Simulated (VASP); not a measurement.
# TaH (Cccm) in VASP: relaxation of cell and atoms with PBE

Aim: the relaxation of cell and atoms of TaH with PBE.

Everything below comes from runs of VASP 6.6.1. Logs are shortened: lines on timing, memory, paths and dates and some standing lists are left out, and cuts for length are marked.

## 1. The cell of the first run

It takes space group Cccm (No. 66, orthorhombic). Conventional cell: a = 3.508 Å, b = 4.835 Å, c = 4.881 Å, α = 90.00°, β = 90.00°, γ = 90.00°. Within 2.6 Å of Ta (site symmetry 2/m) lie 4 H at 1.93 Å. H (site symmetry 222) has 4 Ta at 1.93 Å and 2 H at 2.44 Å within 2.6 Å.

## 2. Relaxation of cell and atoms, PBE

INCAR

```
PREC = Accurate
ENCUT = 600
EDIFF = 1E-6
ISMEAR = 0
SIGMA = 0.1
LREAL = F
LASPH = T
NELM = 100
ALGO = Normal
ISIF = 3
LWAVE = F
LCHARG = F
GGA = PE
IBRION = 2
NSW = 80
EDIFFG = -0.001
```

KPOINTS

```
regular mesh
0
Gamma
  12 12 8
```

POSCAR

```
TaH
1.0
    1.7539381733     -2.4174717632      0.0000000000
    1.7539381733      2.4174717632      0.0000000000
    0.0000000000      0.0000000000      4.8808916591
Ta H
2 2
Direct
    0.5000000000      0.0000000000      0.0000000000
    0.0000000000      0.5000000000      0.5000000000
    0.0000000000      0.0000000000      0.7500000000
    0.0000000000      0.0000000000      0.2500000000
```

Potentials or basis: VASP PAW PBE potentials, release 64 (Ta_pv, H).

Run with:

```console
$ cat potpaw_PBE.64/Ta_pv/POTCAR potpaw_PBE.64/H/POTCAR > POTCAR
$ mpirun -np 1 vasp_std > vasp.out
```

OUTCAR:

```text
PREC = Accurate
   ENCUT = 600
   EDIFF = 1E-6
   ISMEAR = 0
   LREAL = F
   LASPH = T
   NELM = 100
   ISIF = 3
   GGA = PE
   IBRION = 2
   NSW = 80
   EDIFFG = -0.001

 ion  position               nearest neighbor table
   1  0.500  0.000  0.000-   3 1.93   4 1.93   3 1.93   4 1.93   2 3.01   2 3.01   2 3.01   2 3.01
                             2 3.44   2 3.44   2 3.44   2 3.44
   2  0.000  0.500  0.500-   3 1.93   4 1.93   3 1.93   4 1.93   1 3.01   1 3.01   1 3.01   1 3.01
                             1 3.44   1 3.44   1 3.44   1 3.44
   3  0.000  0.000  0.750-   1 1.93   2 1.93   2 1.93   1 1.93
   4  0.000  0.000  0.250-   1 1.93   2 1.93   2 1.93   1 1.93

  LATTYP: Found a base centered orthorhombic cell.
 ALAT       =     3.5078763466
 B/A-ratio  =     1.3783107067
 C/A-ratio  =     1.3914092678

  Lattice vectors:

 A1 = (   1.7539381733,  -2.4174717632,   0.0000000000)
 A2 = (   1.7539381733,   2.4174717632,   0.0000000000)
 A3 = (   0.0000000000,   0.0000000000,   4.8808916591)

Analysis of symmetry for initial positions (statically):
=====================================================================
 Subroutine PRICEL returns:
 Original cell was already a primitive cell.

 Routine SETGRP: Setting up the symmetry group for a
 base centered orthorhombic supercell.

 Subroutine GETGRP returns: Found  8 space group operations
 (whereof  4 operations were pure point group operations)
 out of a pool of  8 trial point group operations.

The static configuration has the point symmetry C_2h.
 The point group associated with its full space group is D_2h.

Analysis of symmetry for dynamics (positions and initial velocities):
=====================================================================
 Subroutine PRICEL returns:
 Original cell was already a primitive cell.

 Routine SETGRP: Setting up the symmetry group for a
 base centered orthorhombic supercell.

 Subroutine GETGRP returns: Found  8 space group operations
 (whereof  4 operations were pure point group operations)
 out of a pool of  8 trial point group operations.

The dynamic configuration has the point symmetry C_2h.
 The point group associated with its full space group is D_2h.

 Subroutine INISYM returns: Found  8 space group operations
 (whereof  4 operations are pure point group operations),
 and found     1 'primitive' translations

----------------------------------------------------------------------------------------

                                     Primitive cell

  volume of cell :      41.3909

  direct lattice vectors                    reciprocal lattice vectors
     1.753938173 -2.417471763  0.000000000     0.285072762 -0.206827648  0.000000000
     1.753938173  2.417471763  0.000000000     0.285072762  0.206827648  0.000000000
     0.000000000  0.000000000  4.880891659     0.000000000  0.000000000  0.204880598

  length of vectors
     2.986715393  2.986715393  4.880891659     0.352199029  0.352199029  0.204880598

  position of ions in fractional coordinates (direct lattice)
     0.500000000  0.000000000  0.000000000
     0.000000000  0.500000000  0.500000000
     0.000000000  0.000000000  0.750000000
     0.000000000  0.000000000  0.250000000

  ion indices of the primitive-cell ions
   primitive index   ion index
                 1           1
                 2           2
                 3           3
                 4           4

----------------------------------------------------------------------------------------

 KPOINTS: regular mesh

Automatic generation of k-mesh.
 Grid dimensions read from file:
 generate k-points for:   12   12    8

 Generating k-lattice:

  Cartesian coordinates                     Fractional coordinates (reciprocal lattice)
     0.023756064 -0.017235637  0.000000000     0.083333333  0.000000000  0.000000000
     0.023756064  0.017235637  0.000000000     0.000000000  0.083333333  0.000000000
     0.000000000  0.000000000  0.025610075     0.000000000  0.000000000  0.125000000

  Length of vectors
     0.029349919  0.029349919  0.025610075

  Shift w.r.t. Gamma in fractional coordinates (k-lattice)
     0.000000000  0.000000000  0.000000000

 Subroutine IBZKPT returns following result:
 ===========================================

 Found    215 irreducible k-points:

 Following reciprocal coordinates:
            Coordinates               Weight
  0.000000  0.000000  0.000000      1.000000
  0.083333  0.000000  0.000000      4.000000
  0.166667 -0.000000  0.000000      4.000000
  0.250000  0.000000  0.000000      4.000000
  0.333333 -0.000000  0.000000      4.000000
  0.416667  0.000000  0.000000      4.000000
[... 16 lines left out ...]
  0.500000  0.166667  0.000000      4.000000
 -0.416667  0.166667  0.000000      4.000000
 [... further k-points ...]
   k-points           NKPTS =    215   k-points in BZ     NKDIM =    215   number of bands    NBANDS=     16
   number of dos      NEDOS =    301   number of ions     NIONS =      4
   total plane-waves  NPLWV =  23040
   dimension x,y,z NGX =    24 NGY =   24 NGZ =   40
   dimension x,y,z NGXF=    48 NGYF=   48 NGZF=   80
   ions per type =               2   2
   NGX,Y,Z   is equivalent  to a cutoff of  13.36, 13.36, 13.62 a.u.
   NGXF,Y,Z  is equivalent  to a cutoff of  26.72, 26.72, 27.25 a.u.
 SYSTEM =  unknown system
   PREC   = accura    normal or accurate (medium, high low for compatibility)
   ISTART =      0    job   : 0-new  1-cont  2-samecut
   ICHARG =      2    charge: 1-file 2-atom 10-const
   ISPIN  =      1    spin polarized calculation?
   LNONCOLLINEAR =      F non collinear calculations
   LSORBIT =      F    spin-orbit coupling
   LASPH  =      T    aspherical Exc in radial PAW
   ENCUT  =  600.0 eV  44.10 Ry    6.64 a.u.   5.97  5.97  9.75*2*pi/ulx,y,z
   NELM   =    100;   NELMIN=  2; NELMDL= -5     # of ELM steps
   EDIFF  = 0.1E-05   stopping-criterion for ELM
   LREAL  =      F    real-space projection
   EDIFFG = -.1E-02   stopping-criterion for IOM
   NSW    =     80    number of steps for IOM
   IBRION =      2    ionic relax: 0-MD 1-quasi-New 2-CG
   NFREE  =      1    steps in history (QN), initial steepest desc. (CG)
   ISIF   =      3    stress and relaxation
   ISYM   =      2    0-nonsym 1-usesym 2-fastsym
   POTIM  = 0.5000    time-step for ionic-motion
   TEBEG  =    0.0;   TEEND  =   0.0 temperature during run
   PSTRESS=    0.0 pullay stress
   NELECT =      24.0000    total number of electrons
   NUPDOWN=      -1.0000    fix difference up-down
   EMIN   =  10.00;   EMAX   =-10.00  energy-range for DOS
   EFERMI =   0.00;   METHOD = LEGACY
   ISMEAR =     0;   SIGMA  =   0.10  broadening in eV -4-tet -1-fermi 0-gaus
   EFERMI_NEDOS =   21; number of points for ismear=-14 and -15
   IALGO  =     38    algorithm
   IMIX   =      4    mixing-type and parameters
     AMIX     =   0.40;   BMIX     =  1.00
     AMIX_MAG =   1.60;   BMIX_MAG =  1.00
  volume/ion in A,a.u.               =      10.35        69.83
  Fermi-wavevector in a.u.,A,eV,Ry     =   1.365139  2.579739 25.355888  1.863605
  Thomas-Fermi vector in A             =   2.491394
   LORBIT       =      0    0 simple, 1 ext, 2 COOP (PROOUT), +10 PAW based schemes
   GGA     = PE    functional components
   LHFCALC =     F    Hartree Fock is set to
   AEXX    =    0.0000 exact exchange contribution
   IVDW    =     0    specifies the selected vdW correction
   LEPSILON=     F    determine dielectric tensor
   LRPA    =     F    only Hartree local field effects (RPA)
 conjugate gradient relaxation of ions
 non-spin polarized calculation
 Gauss-broadening in eV      SIGMA  =   0.10
  energy-cutoff  :      600.00
  volume of cell :       41.39
 maximum number of plane-waves:      1404
   NGX = 11   NGY = 11   NGZ = 19

--------------------------------------- Ionic step        1  -------------------------------------------

 number of electron      24.0000000 magnetization

 Free energy of the ion-electron system (eV)
  ---------------------------------------------------
  ext. energy  EPLUGINS =         0.00000000
  ---------------------------------------------------
  free energy    TOTEN  =       -31.04677518 eV

  energy without entropy =      -31.04243069  energy(sigma->0) =      -31.04460293

------------------------ aborting loop because EDIFF is reached ----------------------------------------

  FORCE on cell =-STRESS in cart. coord.  units (eV):
  Direction    XX          YY          ZZ          XY          YZ          ZX
  --------------------------------------------------------------------------------------
  -------------------------------------------------------------------------------------
  Total        0.0457041      0.0680798      0.0633105      0.0000000      0.0000000      0.0000000
  in kB        1.7691345      2.6352625      2.4506491      0.0000000      0.0000000      0.0000000
  external PRESSURE =       2.2850154 kB  Pullay stress =       0.0000000 kB
[... 95 lines left out ...]
  FREE ENERGIE OF THE ION-ELECTRON SYSTEM (eV)
  ---------------------------------------------------
  free  energy   TOTEN  =       -31.0468068444 eV

  energy  without entropy=      -31.0424658154  energy(sigma->0) =      -31.04463633

[... ionic steps 4 to 11 ...]

--------------------------------------- Ionic step       12  -------------------------------------------

 number of electron      24.0000000 magnetization

------------------------ aborting loop because EDIFF is reached ----------------------------------------

  FORCE on cell =-STRESS in cart. coord.  units (eV):
  Direction    XX          YY          ZZ          XY          YZ          ZX
  --------------------------------------------------------------------------------------
  -------------------------------------------------------------------------------------
  Total       -0.0029509      0.0043785      0.0006410     -0.0000000      0.0000000      0.0000000
  in kB       -0.1140966      0.1692918      0.0247824     -0.0000000      0.0000000      0.0000000
  external PRESSURE =       0.0266592 kB  Pullay stress =       0.0000000 kB
[... 61 lines left out ...]
  energy  without entropy=      -31.0424682805  energy(sigma->0) =      -31.04463772

--------------------------------------- Ionic step       14  -------------------------------------------

 number of electron      24.0000000 magnetization

 Free energy of the ion-electron system (eV)
  ---------------------------------------------------
  ext. energy  EPLUGINS =         0.00000000
  ---------------------------------------------------
  free energy    TOTEN  =       -31.04680721 eV

  energy without entropy =      -31.04247571  energy(sigma->0) =      -31.04464146

 E-fermi :   6.0389     XC(G=0): -12.3848

 val. band max:        6.0133499273   @ k =  -0.2500   0.2500   0.0000
 cond. band min:       6.0447591026   @ k =   0.0833   0.0833   0.0000
 fundamental gap:      0.0314091752
 Fermi energy:         6.0389409382

 k-point     1 :       0.0000    0.0000    0.0000
  band No.  band energies     occupation
      1     -29.1785      2.00000
      2     -28.6291      2.00000
      3     -28.4661      2.00000
      4     -28.3708      2.00000
      5     -28.3088      2.00000
      6     -28.2309      2.00000
[... 8 lines left out ...]
     15       8.3529      0.00000
     16       8.5288      0.00000
[... 420 lines left out ...]
  band No.  band energies     occupation
      1     -29.1095      2.00000
      2     -28.9048      2.00000
      3     -28.8014      2.00000
      4     -28.6347      2.00000
      5     -28.4774      2.00000
      6     -28.3815      2.00000
[... 8 lines left out ...]
     15       8.7105      0.00000
     16       8.7540      0.00000

 [... further k-points ...]

------------------------ aborting loop because EDIFF is reached ----------------------------------------

  FORCE on cell =-STRESS in cart. coord.  units (eV):
  Direction    XX          YY          ZZ          XY          YZ          ZX
  --------------------------------------------------------------------------------------
  -------------------------------------------------------------------------------------
  Total       -0.0015013     -0.0037921     -0.0023375      0.0000000      0.0000000      0.0000000
  in kB       -0.0580490     -0.1466232     -0.0903799      0.0000000      0.0000000      0.0000000
  external PRESSURE =      -0.0983507 kB  Pullay stress =       0.0000000 kB
[... 19 lines left out ...]
  FREE ENERGIE OF THE ION-ELECTRON SYSTEM (eV)
  ---------------------------------------------------
  free  energy   TOTEN  =       -31.0468072115 eV

  energy  without entropy=      -31.0424757142  energy(sigma->0) =      -31.04464146

 reached required accuracy - stopping structural energy minimisation
```

Wall time 3.2 min (1 thread of Intel Xeon 6975P-C (Granite Rapids), shared host); peak memory 0.29 GiB.

Results:

```yaml
Free_energy: -31.0468 eV
Relaxed_volume: 10.36 Å³/atom
Relaxed_cell: a = 2.988 Å, b = 2.988 Å, c = 4.883 Å, α = 90.00°, β = 90.00°, γ = 108.10°
Space_group_after_relaxing_to_0.1_Å: Cccm (No. 66)
Energy_gained_by_relaxing: 0.0 meV/atom
Ionic_steps: 14
Pressure_after_relaxing: 0.0 GPa
Band_gap_on_the_k_mesh: zero (bands 12 and 13 overlap by 3.31 eV)
```

Final structure:
```
Ta H
1.0
     1.75420   -2.41886    0.00000
     1.75420    2.41886    0.00000
     0.00000    0.00000    4.88284
Ta H
2 2
Direct
  0.50000 0.00000 0.00000
  0.00000 0.50000 0.50000
  0.00000 0.00000 0.75000
  0.00000 0.00000 0.25000
```

Caveat: spin-orbit coupling is left out, which moves the levels of the heavy elements.
